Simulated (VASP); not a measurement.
# GaSn4S3 (P1) in VASP: single point with PBE

Aim: the single point of GaSn4S3 with PBE.

Everything below comes from runs of VASP 6.6.1. Logs are shortened: lines on timing, memory, paths and dates and some standing lists are left out, and cuts for length are marked.

### 1 The cell of the first run

The typed cell holds 8 atoms: a = 5.931 Å, b = 5.849 Å, c = 5.840 Å, α = 90.52°, β = 89.61°, γ = 89.66°.

### 2 Single point, PBE

INCAR reads:

```
  PREC = Accurate
  ENCUT = 520
  EDIFF = 1E-7
  ISMEAR = 0
  SIGMA = 0.2
  LREAL = F
  LASPH = T
  NELM = 100
  ALGO = Normal
  ISIF = 2
  LWAVE = F
  LCHARG = T
  GGA = PE
  LELF = T
  LVHAR = T
  NBANDS = 54
```

KPOINTS reads:

```
regular mesh
0
Gamma
  4 4 4
```

POSCAR reads:

```
GaSn4S3
1.0
    5.9310667738      0.0170669930      0.0190246845
    0.0180727156      5.8487959483     -0.0272857861
    0.0213748695     -0.0262916411      5.8395673414
Ga Sn S
1 4 3
Direct
    0.9843284045     -0.0019435703     -0.0024417300
    0.4901905842      1.0183336047      0.0167041033
    0.4950332879      0.4874451493      0.5142545235
    0.0237876573      0.4974526454      0.0197482058
    1.0225229985     -0.0211899720      0.5004060992
    0.4677474790      0.0218689977      0.4808026968
    0.4681924955      0.4807345172     -0.0151726260
    0.0481970932      0.5172986279      0.4856987274
```

Potentials or basis: VASP PAW PBE potentials, release 64 (Ga_d, Sn_d, S).

Command:

```
cat potpaw_PBE.64/Ga_d/POTCAR potpaw_PBE.64/Sn_d/POTCAR potpaw_PBE.64/S/POTCAR > POTCAR
mpirun -np 1 vasp_std > vasp.out
```

OUTCAR:

```text
PREC = Accurate
   ENCUT = 520
   EDIFF = 1E-7
   ISMEAR = 0
   LREAL = F
   LASPH = T
   NELM = 100
   ISIF = 2
   GGA = PE

 ion  position               nearest neighbor table
   1  0.984  0.998  0.998-   5 2.91   4 2.93   2 2.93   4 2.94   5 2.95   2 3.01
   2  0.490  0.018  0.017-   6 2.71   7 2.72   1 2.93   1 3.01   6 3.13   7 3.15
   3  0.495  0.487  0.514-   8 2.66   6 2.73   7 2.75   7 3.10   6 3.14
   4  0.024  0.497  0.020-   7 2.64   8 2.73   1 2.93   1 2.94   8 3.12
   5  0.023  0.979  0.500-   6 2.66   8 2.70   1 2.91   1 2.95   8 3.16
   6  0.468  0.022  0.481-   5 2.66   2 2.71   3 2.73   2 3.13   3 3.14
   7  0.468  0.481  0.985-   4 2.64   2 2.72   3 2.75   3 3.10   2 3.15
   8  0.048  0.517  0.486-   3 2.66   5 2.70   4 2.73   4 3.12   5 3.16

  LATTYP: Found a triclinic cell.
 ALAT       =     5.8396656471
 B/A-ratio  =     1.4217952029
 C/A-ratio  =     1.0156612039
 COS(alpha) =     0.0006280895
 COS(beta)  =     0.0068548496
 COS(gamma) =     0.7097860317

  Lattice vectors:

 A1 = (   0.0213748695,  -0.0262916411,   5.8395673414)
 A2 = (   0.0033021539,  -5.8750875894,   5.8668531275)
 A3 = (   5.9310667738,   0.0170669930,   0.0190246845)

Analysis of symmetry for initial positions (statically):
=====================================================================
 Subroutine PRICEL returns:
 Original cell was already a primitive cell.

 Routine SETGRP: Setting up the symmetry group for a
 triclinic supercell.

 Subroutine GETGRP returns: Found  1 space group operations
 (whereof  1 operations were pure point group operations)
 out of a pool of  2 trial point group operations.

The static configuration has the point symmetry C_1 .

Analysis of symmetry for dynamics (positions and initial velocities):
=====================================================================
 Subroutine PRICEL returns:
 Original cell was already a primitive cell.

 Routine SETGRP: Setting up the symmetry group for a
 triclinic supercell.

 Subroutine GETGRP returns: Found  1 space group operations
 (whereof  1 operations were pure point group operations)
 out of a pool of  2 trial point group operations.

The dynamic configuration has the point symmetry C_1 .

 Subroutine INISYM returns: Found  1 space group operations
 (whereof  1 operations are pure point group operations),
 and found     1 'primitive' translations

----------------------------------------------------------------------------------------

                                     Primitive cell

  volume of cell :     202.5638

  direct lattice vectors                    reciprocal lattice vectors
     5.931066774  0.017066993  0.019024684     0.168607228 -0.000523885 -0.000619520
     0.018072716  5.848795948 -0.027285786    -0.000494481  0.170980489  0.000771620
     0.021374870 -0.026291641  5.839567341    -0.000551615  0.000800625  0.171251187

  length of vectors
     5.931121841  5.848887517  5.839665647     0.168609180  0.170982945  0.171253947

  position of ions in fractional coordinates (direct lattice)
     0.984328404  0.998056430  0.997558270
     0.490190584  0.018333605  0.016704103
     0.495033288  0.487445149  0.514254523
     0.023787657  0.497452645  0.019748206
     0.022522999  0.978810028  0.500406099
     0.467747479  0.021868998  0.480802697
     0.468192495  0.480734517  0.984827374
     0.048197093  0.517298628  0.485698727

  ion indices of the primitive-cell ions
   primitive index   ion index
                 1           1
                 2           2
                 3           3
                 4           4
                 5           5
                 6           6
                 7           7
                 8           8

----------------------------------------------------------------------------------------

 KPOINTS: regular mesh

Automatic generation of k-mesh.
 Grid dimensions read from file:
 generate k-points for:    4    4    4

 Generating k-lattice:

  Cartesian coordinates                     Fractional coordinates (reciprocal lattice)
     0.042151807 -0.000130971 -0.000154880     0.250000000  0.000000000 -0.000000000
    -0.000123620  0.042745122  0.000192905     0.000000000  0.250000000  0.000000000
    -0.000137904  0.000200156  0.042812797    -0.000000000  0.000000000  0.250000000

  Length of vectors
     0.042152295  0.042745736  0.042813487

  Shift w.r.t. Gamma in fractional coordinates (k-lattice)
     0.000000000  0.000000000  0.000000000

 Subroutine IBZKPT returns following result:
 ===========================================

 Found     36 irreducible k-points:

 Following reciprocal coordinates:
            Coordinates               Weight
  0.000000  0.000000  0.000000      1.000000
  0.250000  0.000000 -0.000000      2.000000
  0.500000  0.000000 -0.000000      1.000000
  0.000000  0.250000  0.000000      2.000000
  0.250000  0.250000  0.000000      2.000000
  0.500000  0.250000  0.000000      2.000000
[... 16 lines left out ...]
  0.000000 -0.250000  0.250000      2.000000
  0.250000 -0.250000  0.250000      2.000000
 [... further k-points ...]
   k-points           NKPTS =     36   k-points in BZ     NKDIM =     36   number of bands    NBANDS=     54
   number of dos      NEDOS =    301   number of ions     NIONS =      8
   total plane-waves  NPLWV = 110592
   dimension x,y,z NGX =    48 NGY =   48 NGZ =   48
   dimension x,y,z NGXF=    96 NGYF=   96 NGZF=   96
   ions per type =               1   4   3
   NGX,Y,Z   is equivalent  to a cutoff of  13.45, 13.64, 13.66 a.u.
   NGXF,Y,Z  is equivalent  to a cutoff of  26.91, 27.29, 27.33 a.u.
 SYSTEM =  unknown system
   PREC   = accura    normal or accurate (medium, high low for compatibility)
   ISTART =      0    job   : 0-new  1-cont  2-samecut
   ICHARG =      2    charge: 1-file 2-atom 10-const
   ISPIN  =      1    spin polarized calculation?
   LNONCOLLINEAR =      F non collinear calculations
   LSORBIT =      F    spin-orbit coupling
   LASPH  =      T    aspherical Exc in radial PAW
   ENCUT  =  520.0 eV  38.22 Ry    6.18 a.u.  11.03 10.88 10.86*2*pi/ulx,y,z
   NELM   =    100;   NELMIN=  2; NELMDL= -5     # of ELM steps
   EDIFF  = 0.1E-06   stopping-criterion for ELM
   LREAL  =      F    real-space projection
   EDIFFG = 0.1E-05   stopping-criterion for IOM
   NSW    =      0    number of steps for IOM
   IBRION =     -1    ionic relax: 0-MD 1-quasi-New 2-CG
   NFREE  =      0    steps in history (QN), initial steepest desc. (CG)
   ISIF   =      2    stress and relaxation
   ISYM   =      2    0-nonsym 1-usesym 2-fastsym
   POTIM  = 0.5000    time-step for ionic-motion
   TEBEG  =    0.0;   TEEND  =   0.0 temperature during run
   PSTRESS=    0.0 pullay stress
   NELECT =      87.0000    total number of electrons
   NUPDOWN=      -1.0000    fix difference up-down
   EMIN   =  10.00;   EMAX   =-10.00  energy-range for DOS
   EFERMI =   0.00;   METHOD = LEGACY
   ISMEAR =     0;   SIGMA  =   0.20  broadening in eV -4-tet -1-fermi 0-gaus
   EFERMI_NEDOS =   21; number of points for ismear=-14 and -15
   IALGO  =     38    algorithm
   IMIX   =      4    mixing-type and parameters
     AMIX     =   0.40;   BMIX     =  1.00
     AMIX_MAG =   1.60;   BMIX_MAG =  1.00
  volume/ion in A,a.u.               =      25.32       170.87
  Fermi-wavevector in a.u.,A,eV,Ry     =   1.235172  2.334136 20.757714  1.525649
  Thomas-Fermi vector in A             =   2.369832
   LORBIT       =      0    0 simple, 1 ext, 2 COOP (PROOUT), +10 PAW based schemes
   GGA     = PE    functional components
   LHFCALC =     F    Hartree Fock is set to
   AEXX    =    0.0000 exact exchange contribution
   IVDW    =     0    specifies the selected vdW correction
   LEPSILON=     F    determine dielectric tensor
   LRPA    =     F    only Hartree local field effects (RPA)
 non-spin polarized calculation
 Gauss-broadening in eV      SIGMA  =   0.20
  energy-cutoff  :      520.00
  volume of cell :      202.56
 maximum number of plane-waves:      5484
 NGX is ok and might be reduce to    48
   NGX = 23   NGY = 21   NGZ = 21

 number of electron      87.0000001 magnetization

 Free energy of the ion-electron system (eV)
  ---------------------------------------------------
  ext. energy  EPLUGINS =         0.00000000
  ---------------------------------------------------
  free energy    TOTEN  =       -32.81248494 eV

  energy without entropy =      -32.77877253  energy(sigma->0) =      -32.79562874

 E-fermi :   6.2627     XC(G=0):  -9.7162

 val. band max:        6.0968882940   @ k =   0.0000  -0.2500   0.2500
 cond. band min:       6.3666377313   @ k =   0.5000   0.2500   0.0000
 fundamental gap:      0.2697494372
 Fermi energy:         6.2627124592

 k-point     1 :       0.0000    0.0000    0.0000
  band No.  band energies     occupation
      1     -15.6368      2.00000
      2     -15.6247      2.00000
      3     -15.6096      2.00000
      4     -15.5943      2.00000
      5     -15.5839      2.00000
      6     -15.5174      2.00000
[... 46 lines left out ...]
     53      11.3378      0.00000
     54      11.3949      0.00000

 k-point     2 :       0.2500    0.0000   -0.0000
  band No.  band energies     occupation
      1     -15.6362      2.00000
      2     -15.6236      2.00000
      3     -15.6081      2.00000
      4     -15.5935      2.00000
      5     -15.5830      2.00000
      6     -15.5178      2.00000
[... 46 lines left out ...]
     53      10.6091      0.00000
     54      11.2400      0.00000
[... 1195 lines left out ...]
     53      10.2773      0.00000
     54      10.7490      0.00000

 k-point    24 :       0.2500   -0.2500    0.2500
  band No.  band energies     occupation
      1     -15.6323      2.00000
      2     -15.6225      2.00000
      3     -15.6059      2.00000
      4     -15.5930      2.00000
      5     -15.5827      2.00000
      6     -15.5163      2.00000
[... 46 lines left out ...]
     53       9.9672      0.00000
     54      10.2924      0.00000

 [... further k-points ...]

------------------------ aborting loop because EDIFF is reached ----------------------------------------

  FORCE on cell =-STRESS in cart. coord.  units (eV):
  Direction    XX          YY          ZZ          XY          YZ          ZX
  --------------------------------------------------------------------------------------
  -------------------------------------------------------------------------------------
  Total       -0.0528811     -0.0033934     -0.0296804      0.0067183      0.0177995      0.0284218
  in kB       -0.4182629     -0.0268405     -0.2347570      0.0531387      0.1407849      0.2248021
  external PRESSURE =      -0.2266201 kB  Pullay stress =       0.0000000 kB

 VOLUME and BASIS-vectors are now :
 -----------------------------------------------------------------------------
  energy-cutoff  :      520.00
  volume of cell :      202.56
      direct lattice vectors                 reciprocal lattice vectors
     5.931066774  0.017066993  0.019024684     0.168607228 -0.000523885 -0.000619520
     0.018072716  5.848795948 -0.027285786    -0.000494481  0.170980489  0.000771620
     0.021374870 -0.026291641  5.839567341    -0.000551615  0.000800625  0.171251187

 POSITION                                       TOTAL-FORCE (eV/Angst)
 -----------------------------------------------------------------------------------
      5.87748      5.82800      5.81680        -0.007692      0.002966      0.009279
      2.90804      0.11516      0.10637         0.002334     -0.006896     -0.015268
      2.95588      2.84590      2.99914         0.013479      0.006241     -0.015539
      0.15050      2.90939      0.10220        -0.008236     -0.000687      0.006108
      0.16197      5.71209      2.89588         0.001332      0.004064     -0.007459
      2.78491      0.12325      2.81598        -0.001705     -0.006470      0.016424
      2.80662      2.79382      5.74676         0.003885      0.003860      0.014602
      0.30559      3.01363      2.82307        -0.003396     -0.003078     -0.008148
 -----------------------------------------------------------------------------------
    total drift:                                0.000552     -0.001324      0.000204

  FREE ENERGIE OF THE ION-ELECTRON SYSTEM (eV)
  ---------------------------------------------------
  free  energy   TOTEN  =       -32.8124849445 eV

  energy  without entropy=      -32.7787725263  energy(sigma->0) =      -32.79562874
```

Run time: 12 min. Hardware: 1 thread of Intel Xeon 8259CL, shared host; peak memory 0.53 GiB.

What came out:

* Free energy: -32.8125 eV
* Pressure: 0.0 GPa
* Largest force: 0.021 eV/Å
* Band gap on the k mesh: zero (an odd number of electrons rules out a gap without spin polarisation)

Forces in eV/Å, atoms in the order of the input:
```
Ga  -0.008  0.003  0.009
Sn   0.002 -0.007 -0.015
Sn   0.013  0.006 -0.016
Sn  -0.008 -0.001  0.006
Sn   0.001  0.004 -0.007
S   -0.002 -0.006  0.016
S    0.004  0.004  0.015
S   -0.003 -0.003 -0.008
```

Caveat: spin-orbit coupling is left out, which moves the levels of the heavy elements.

The gap in the log of VASP goes by the Fermi energy; the results here count the filled bands.